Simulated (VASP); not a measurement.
# MoS (Fm-3m) in VASP: notebook

Aim: see how the results for MoS move with the level of theory and the settings. Levels: PBEsol, r2SCAN. Tasks: single point, relaxation of cell and atoms.

Program: VASP 6.6.1. These are calculated values, not measurements. Logs are shortened: lines on timing, memory, paths and dates and some standing lists are left out, and cuts for length are marked.

## 1. The cell of the first run

The structure is cubic, space group Fm-3m (No. 225). The conventional cell has a = 4.896 Å, b = 4.896 Å, c = 4.896 Å, α = 90.00°, β = 90.00°, γ = 90.00°. Mo (site symmetry m-3m) has 6 S at 2.45 Å within 3.2 Å. S (site symmetry m-3m) has 6 Mo at 2.45 Å within 3.2 Å.

## 2. Single point, PBEsol

INCAR reads:

```
SYSTEM = MoS
ALGO     = Normal         ! electronic algorithm
EDIFF    = 1E-6           ! SCF threshold, eV
ENCUT    = 520            ! plane-wave cutoff, eV
GGA      = PS             ! functional
ISIF     = 2              ! what is computed and relaxed
ISMEAR   = 0              ! smearing method
LASPH    = .True.         ! aspherical terms in the spheres
LCHARG   = .True.         ! write CHGCAR
LELF     = .True.         ! ELF
LREAL    = .False.        ! projectors in reciprocal space
LVHAR    = .True.       
LWAVE    = .False.        ! write WAVECAR
NBANDS   = 17             ! bands
NELM     = 60             ! most SCF steps
PREC     = Accurate       ! precision mode
SIGMA    = 0.1            ! smearing width, eV
```

KPOINTS reads:

```
k-points
0
Gamma
  8 8 8
  0 0 0
```

POSCAR reads:

```
MoS
1.0
    0.0000000000      2.4482445726      2.4482445726
    2.4482445726      0.0000000000      2.4482445726
    2.4482445726      2.4482445726      0.0000000000
Mo S
1 1
Direct
    0.0000000000      0.0000000000      0.0000000000
    0.5000000000      0.5000000000      0.5000000000
```

Potentials or basis: VASP PAW PBE potentials, release 64 (Mo_sv, S).

Run with:

```bash
cat potpaw_PBE.64/Mo_sv/POTCAR potpaw_PBE.64/S/POTCAR > POTCAR
mpirun -np 1 vasp_std > vasp.out
```

OUTCAR:

```text
SYSTEM = MoS
   EDIFF = 1E-6
   ENCUT = 520
   GGA = PS
   ISIF = 2
   ISMEAR = 0
   LASPH = .True.
   LREAL = .False.
   NELM = 60
   PREC = Accurate

 ion  position               nearest neighbor table
   1  0.000  0.000  0.000-   2 2.45   2 2.45   2 2.45   2 2.45   2 2.45   2 2.45
   2  0.500  0.500  0.500-   1 2.45   1 2.45   1 2.45   1 2.45   1 2.45   1 2.45

  LATTYP: Found a face centered cubic cell.
 ALAT       =     4.8964891452

  Lattice vectors:

 A1 = (   0.0000000000,   2.4482445726,   2.4482445726)
 A2 = (   2.4482445726,   0.0000000000,   2.4482445726)
 A3 = (   2.4482445726,   2.4482445726,   0.0000000000)

Analysis of symmetry for initial positions (statically):
=====================================================================
 Subroutine PRICEL returns:
 Original cell was already a primitive cell.

 Routine SETGRP: Setting up the symmetry group for a
 face centered cubic supercell.

 Subroutine GETGRP returns: Found 48 space group operations
 (whereof 48 operations were pure point group operations)
 out of a pool of 48 trial point group operations.

The static configuration has the point symmetry O_h .

Analysis of symmetry for dynamics (positions and initial velocities):
=====================================================================
 Subroutine PRICEL returns:
 Original cell was already a primitive cell.

 Routine SETGRP: Setting up the symmetry group for a
 face centered cubic supercell.

 Subroutine GETGRP returns: Found 48 space group operations
 (whereof 48 operations were pure point group operations)
 out of a pool of 48 trial point group operations.

The dynamic configuration has the point symmetry O_h .

 Subroutine INISYM returns: Found 48 space group operations
 (whereof 48 operations are pure point group operations),
 and found     1 'primitive' translations

----------------------------------------------------------------------------------------

                                     Primitive cell

  volume of cell :      29.3491

  direct lattice vectors                    reciprocal lattice vectors
     0.000000000  2.448244573  2.448244573    -0.204227962  0.204227962  0.204227962
     2.448244573  0.000000000  2.448244573     0.204227962 -0.204227962  0.204227962
     2.448244573  2.448244573  0.000000000     0.204227962  0.204227962 -0.204227962

  length of vectors
     3.462340679  3.462340679  3.462340679     0.353733207  0.353733207  0.353733207

  position of ions in fractional coordinates (direct lattice)
     0.000000000  0.000000000  0.000000000
     0.500000000  0.500000000  0.500000000

  ion indices of the primitive-cell ions
   primitive index   ion index
                 1           1
                 2           2

----------------------------------------------------------------------------------------

 KPOINTS: k-points

Automatic generation of k-mesh.
 Grid dimensions read from file:
 generate k-points for:    8    8    8

 Generating k-lattice:

  Cartesian coordinates                     Fractional coordinates (reciprocal lattice)
    -0.025528495  0.025528495  0.025528495     0.125000000  0.000000000  0.000000000
     0.025528495 -0.025528495  0.025528495     0.000000000  0.125000000  0.000000000
     0.025528495  0.025528495 -0.025528495     0.000000000  0.000000000  0.125000000

  Length of vectors
     0.044216651  0.044216651  0.044216651

  Shift w.r.t. Gamma in fractional coordinates (k-lattice)
     0.000000000  0.000000000  0.000000000

 Subroutine IBZKPT returns following result:
 ===========================================

 Found     29 irreducible k-points:

 Following reciprocal coordinates:
            Coordinates               Weight
  0.000000  0.000000  0.000000      1.000000
  0.125000  0.000000  0.000000      8.000000
  0.250000  0.000000  0.000000      8.000000
  0.375000  0.000000  0.000000      8.000000
  0.500000  0.000000  0.000000      4.000000
  0.125000  0.125000  0.000000      6.000000
[... 16 lines left out ...]
  0.500000  0.250000  0.125000     48.000000
 -0.375000  0.250000  0.125000     24.000000
 [... further k-points ...]
   k-points           NKPTS =     29   k-points in BZ     NKDIM =     29   number of bands    NBANDS=     17
   number of dos      NEDOS =    301   number of ions     NIONS =      2
   total plane-waves  NPLWV =  21952
   dimension x,y,z NGX =    28 NGY =   28 NGZ =   28
   dimension x,y,z NGXF=    56 NGYF=   56 NGZF=   56
   ions per type =               1   1
   NGX,Y,Z   is equivalent  to a cutoff of  13.44, 13.44, 13.44 a.u.
   NGXF,Y,Z  is equivalent  to a cutoff of  26.89, 26.89, 26.89 a.u.
 SYSTEM =  MoS
   PREC   = accura    normal or accurate (medium, high low for compatibility)
   ISTART =      0    job   : 0-new  1-cont  2-samecut
   ICHARG =      2    charge: 1-file 2-atom 10-const
   ISPIN  =      1    spin polarized calculation?
   LNONCOLLINEAR =      F non collinear calculations
   LSORBIT =      F    spin-orbit coupling
   LASPH  =      T    aspherical Exc in radial PAW
   ENCUT  =  520.0 eV  38.22 Ry    6.18 a.u.   6.44  6.44  6.44*2*pi/ulx,y,z
   NELM   =     60;   NELMIN=  2; NELMDL= -5     # of ELM steps
   EDIFF  = 0.1E-05   stopping-criterion for ELM
   LREAL  =      F    real-space projection
   EDIFFG = 0.1E-04   stopping-criterion for IOM
   NSW    =      0    number of steps for IOM
   IBRION =     -1    ionic relax: 0-MD 1-quasi-New 2-CG
   NFREE  =      0    steps in history (QN), initial steepest desc. (CG)
   ISIF   =      2    stress and relaxation
   ISYM   =      2    0-nonsym 1-usesym 2-fastsym
   POTIM  = 0.5000    time-step for ionic-motion
   TEBEG  =    0.0;   TEEND  =   0.0 temperature during run
   PSTRESS=    0.0 pullay stress
   NELECT =      20.0000    total number of electrons
   NUPDOWN=      -1.0000    fix difference up-down
   EMIN   =  10.00;   EMAX   =-10.00  energy-range for DOS
   EFERMI =   0.00;   METHOD = LEGACY
   ISMEAR =     0;   SIGMA  =   0.10  broadening in eV -4-tet -1-fermi 0-gaus
   EFERMI_NEDOS =   21; number of points for ismear=-14 and -15
   IALGO  =     38    algorithm
   IMIX   =      4    mixing-type and parameters
     AMIX     =   0.40;   BMIX     =  1.00
     AMIX_MAG =   1.60;   BMIX_MAG =  1.00
  volume/ion in A,a.u.               =      14.67        99.03
  Fermi-wavevector in a.u.,A,eV,Ry     =   1.440633  2.722402 28.237851  2.075423
  Thomas-Fermi vector in A             =   2.559355
   LORBIT       =      0    0 simple, 1 ext, 2 COOP (PROOUT), +10 PAW based schemes
   GGA     = PS    functional components
   LHFCALC =     F    Hartree Fock is set to
   AEXX    =    0.0000 exact exchange contribution
   IVDW    =     0    specifies the selected vdW correction
   LEPSILON=     F    determine dielectric tensor
   LRPA    =     F    only Hartree local field effects (RPA)
 non-spin polarized calculation
 Gauss-broadening in eV      SIGMA  =   0.10
  energy-cutoff  :      520.00
  volume of cell :       29.35
 maximum number of plane-waves:       817
 NGX is ok and might be reduce to    28
   NGX = 13   NGY = 13   NGZ = 13

 number of electron      19.9999999 magnetization

 Free energy of the ion-electron system (eV)
  ---------------------------------------------------
  ext. energy  EPLUGINS =         0.00000000
  ---------------------------------------------------
  free energy    TOTEN  =       -15.97488146 eV

  energy without entropy =      -15.95874227  energy(sigma->0) =      -15.96681186

 E-fermi :  12.0003     XC(G=0): -12.6425

 val. band max:       11.9896423862   @ k =   0.5000   0.2500   0.1250
 cond. band min:      12.0175556296   @ k =  -0.3750   0.3750   0.1250
 fundamental gap:      0.0279132434
 Fermi energy:        12.0003409186

 k-point     1 :       0.0000    0.0000    0.0000
  band No.  band energies     occupation
      1     -49.3822      2.00000
      2     -23.4815      2.00000
      3     -23.4815      2.00000
      4     -23.4815      2.00000
      5      -4.5535      2.00000
      6       9.0267      2.00000
[... 9 lines left out ...]
     16      24.7193      0.00000
     17      24.7193      0.00000

 k-point     2 :       0.1250    0.0000    0.0000
  band No.  band energies     occupation
      1     -49.3793      2.00000
      2     -23.5189      2.00000
      3     -23.4854      2.00000
      4     -23.4854      2.00000
      5      -4.3119      2.00000
      6       7.4425      2.00000
[... 9 lines left out ...]
     16      23.9748      0.00000
     17      24.0044      0.00000

 k-point     3 :       0.2500    0.0000    0.0000
  band No.  band energies     occupation
      1     -49.3721      2.00000
      2     -23.6079      2.00000
      3     -23.4949      2.00000
      4     -23.4949      2.00000
      5      -3.6609      2.00000
      6       5.4389      2.00000
[... 9 lines left out ...]
     16      21.9708      0.00000
     17      21.9708      0.00000

 k-point     4 :       0.3750    0.0000    0.0000
  band No.  band energies     occupation
      1     -49.3649      2.00000
      2     -23.6953      2.00000
      3     -23.5043      2.00000
      4     -23.5043      2.00000
      5      -2.8535      2.00000
      6       3.7841      2.00000
[... 9 lines left out ...]
     16      19.7121      0.00000
     17      22.8865      0.00000

 k-point     5 :       0.5000    0.0000    0.0000
  band No.  band energies     occupation
      1     -49.3620      2.00000
      2     -23.7310      2.00000
      3     -23.5081      2.00000
      4     -23.5081      2.00000
      5      -2.4334      2.00000
      6       3.0833      2.00000
[... 9 lines left out ...]
     16      18.3645      0.00000
     17      24.0468      0.00000

 k-point     6 :       0.1250    0.1250    0.0000
  band No.  band energies     occupation
      1     -49.3783      2.00000
      2     -23.5165      2.00000
      3     -23.4939      2.00000
      4     -23.4939      2.00000
      5      -4.2475      2.00000
      6       6.6021      2.00000
[... 9 lines left out ...]
     16      23.3493      0.00000
     17      23.3493      0.00000

 k-point     7 :       0.2500    0.1250    0.0000
  band No.  band energies     occupation
      1     -49.3726      2.00000
      2     -23.5816      2.00000
      3     -23.5065      2.00000
      4     -23.5017      2.00000
      5      -3.7808      2.00000
      6       5.3993      2.00000
[... 9 lines left out ...]
     16      22.0377      0.00000
     17      22.0613      0.00000

 k-point     8 :       0.3750    0.1250    0.0000
  band No.  band energies     occupation
      1     -49.3654      2.00000
      2     -23.6644      2.00000
      3     -23.5159      2.00000
      4     -23.5148      2.00000
      5      -3.0928      2.00000
      6       4.2560      2.00000
[... 9 lines left out ...]
     16      20.6082      0.00000
     17      21.9138      0.00000
[... 203 lines left out ...]
      1     -49.3565      2.00000
      2     -23.6773      2.00000
      3     -23.5769      2.00000
      4     -23.5574      2.00000
      5      -3.1277      2.00000
      6       4.9822      2.00000
[... 9 lines left out ...]
     16      22.3801      0.00000
     17      23.7706      0.00000

 k-point    20 :      -0.3750    0.3750    0.0000
  band No.  band energies     occupation
      1     -49.3561      2.00000
      2     -23.6550      2.00000
      3     -23.6206      2.00000
      4     -23.5458      2.00000
      5      -2.8933      2.00000
      6       5.0747      2.00000
[... 9 lines left out ...]
     16      20.9777      0.00000
     17      23.8213      0.00000

 k-point    21 :       0.5000    0.5000    0.0000
  band No.  band energies     occupation
      1     -49.3556      2.00000
      2     -23.6904      2.00000
      3     -23.5658      2.00000
      4     -23.5658      2.00000
      5      -3.2320      2.00000
      6       5.1380      2.00000
[... 9 lines left out ...]
     16      22.8682      0.00000
     17      25.6692      0.00000

 k-point    22 :       0.3750    0.2500    0.1250
  band No.  band energies     occupation
      1     -49.3668      2.00000
      2     -23.6252      2.00000
      3     -23.5391      2.00000
      4     -23.5085      2.00000
      5      -3.3472      2.00000
      6       4.6390      2.00000
[... 9 lines left out ...]
     16      20.5472      0.00000
     17      22.9383      0.00000

 k-point    23 :       0.5000    0.2500    0.1250
  band No.  band energies     occupation
      1     -49.3611      2.00000
      2     -23.6713      2.00000
      3     -23.5624      2.00000
      4     -23.5214      2.00000
      5      -2.8668      2.00000
      6       4.1126      2.00000
[... 9 lines left out ...]
     16      20.2657      0.00000
     17      22.5819      0.00000

 k-point    24 :      -0.3750    0.2500    0.1250
  band No.  band energies     occupation
      1     -49.3588      2.00000
      2     -23.6913      2.00000
      3     -23.5686      2.00000
      4     -23.5290      2.00000
      5      -2.6493      2.00000
      6       3.8985      2.00000
[... 9 lines left out ...]
     16      20.9162      0.00000
     17      21.4756      0.00000

 [... further k-points ...]

------------------------ aborting loop because EDIFF is reached ----------------------------------------

  FORCE on cell =-STRESS in cart. coord.  units (eV):
  Direction    XX          YY          ZZ          XY          YZ          ZX
  --------------------------------------------------------------------------------------
  -------------------------------------------------------------------------------------
  Total        0.0227375      0.0227375      0.0227375      0.0000000      0.0000000      0.0000000
  in kB        1.2412488      1.2412488      1.2412488      0.0000000      0.0000000      0.0000000
  external PRESSURE =       1.2412488 kB  Pullay stress =       0.0000000 kB

 VOLUME and BASIS-vectors are now :
 -----------------------------------------------------------------------------
  energy-cutoff  :      520.00
  volume of cell :       29.35
      direct lattice vectors                 reciprocal lattice vectors
     0.000000000  2.448244573  2.448244573    -0.204227962  0.204227962  0.204227962
     2.448244573  0.000000000  2.448244573     0.204227962 -0.204227962  0.204227962
     2.448244573  2.448244573  0.000000000     0.204227962  0.204227962 -0.204227962

 POSITION                                       TOTAL-FORCE (eV/Angst)
 -----------------------------------------------------------------------------------
      0.00000      0.00000      0.00000         0.000000      0.000000     -0.000000
      2.44824      2.44824      2.44824         0.000000      0.000000      0.000000
 -----------------------------------------------------------------------------------
    total drift:                               -0.000000      0.000000      0.000000

  FREE ENERGIE OF THE ION-ELECTRON SYSTEM (eV)
  ---------------------------------------------------
  free  energy   TOTEN  =       -15.9748814600 eV

  energy  without entropy=      -15.9587422665  energy(sigma->0) =      -15.96681186
```

It took 18 s on 1 thread of Intel Xeon 8259CL, shared host; peak memory 0.16 GiB.

Results:

| Item | Value |
| --- | --- |
| Free energy | -15.9749 eV |
| Pressure | 0.1 GPa |
| Band gap on the k mesh | zero (bands 10 and 11 overlap by 2.88 eV) |

Levels at points of the mesh, in eV from the Fermi level:
| k point | band 6 | band 7 | band 8 | band 9 | band 10 | band 11 | band 12 | band 13 | band 14 | band 15 |
| --- | --- | --- | --- | --- | --- | --- | --- | --- | --- | --- |
| (0.00, 0.00, 0.00) | -2.97 | -2.97 | -2.97 | -2.57 | -2.57 | -2.57 | -2.11 | -2.11 | 3.74 | 8.50 |
| (0.50, 0.00, 0.00) | -8.92 | -6.57 | -6.57 | 0.03 | 0.03 | 0.83 | 2.46 | 5.33 | 5.33 | 6.36 |
| (0.50, 0.50, 0.00) | -6.86 | -4.58 | -4.38 | -4.38 | -1.01 | 0.80 | 0.80 | 1.93 | 3.55 | 10.77 |

Caveat: the PAW data sets were made with another functional, which shifts forces and pressure a little.

(Part 1 of 3 ends here.)

The gap in the log of VASP goes by the Fermi energy; the results here count the filled bands.